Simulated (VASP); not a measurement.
**BN: single point with r2SCAN**

BN:

```
B N
1.0
     0.00000    1.82270    1.82270
     1.82270    0.00000    1.82270
     1.82270    1.82270    0.00000
B N
1 1
Direct
  0.00000 0.00000 0.00000
  0.25000 0.25000 0.25000
```

This cell differs from its parent crystal: volume changed by +3%.

- Program: VASP 6.6.1
- Task: single point
- Functional: r2SCAN
- Potentials or basis: VASP PAW PBE potentials, release 64 (B_h, N_h)
- Cutoff: 910 eV
- k mesh: 10 × 10 × 10
- Occupations: gaussian, width 0.01 eV
- Spin: no spin polarisation
- Dipole correction: no
- Second run: hard_potentials
- Further INCAR settings: ALGO = Normal; EDIFF = 1e-06; NBANDS = 11

```
Pressure               : -11.5 GPa
Band gap on the k mesh : 4.96 eV, indirect (least direct gap 9.42 eV)
```

Levels at points of the mesh, in eV from the valence-band top:
| k point | band 1 | band 2 | band 3 | band 4 | band 5 | band 6 | band 7 | band 8 | band 9 |
| --- | --- | --- | --- | --- | --- | --- | --- | --- | --- |
| (0.00, 0.00, 0.00) | -21.00 | 0.00 | 0.00 | 0.00 | 9.42 | 9.42 | 9.42 | 10.63 | 25.65 |
| (0.50, 0.00, 0.00) | -16.82 | -10.84 | -1.96 | -1.96 | 10.44 | 11.34 | 11.34 | 16.14 | 24.51 |
| (0.50, 0.50, 0.00) | -15.44 | -9.15 | -4.96 | -4.96 | 4.96 | 9.66 | 18.88 | 18.88 | 21.75 |

Run time: 26 s on 1 thread of Intel(R) Xeon(R) 6975P-C (Granite Rapids) (shared host), peak memory 0.16 GiB.

Caveat: the cutoff is under 1.25 times the usual one of these potentials, so pressure, stress and relaxed cells hold a basis-set (Pulay) error; the PAW data sets were made with another functional, which shifts forces and pressure a little. A k mesh can miss the band edges.
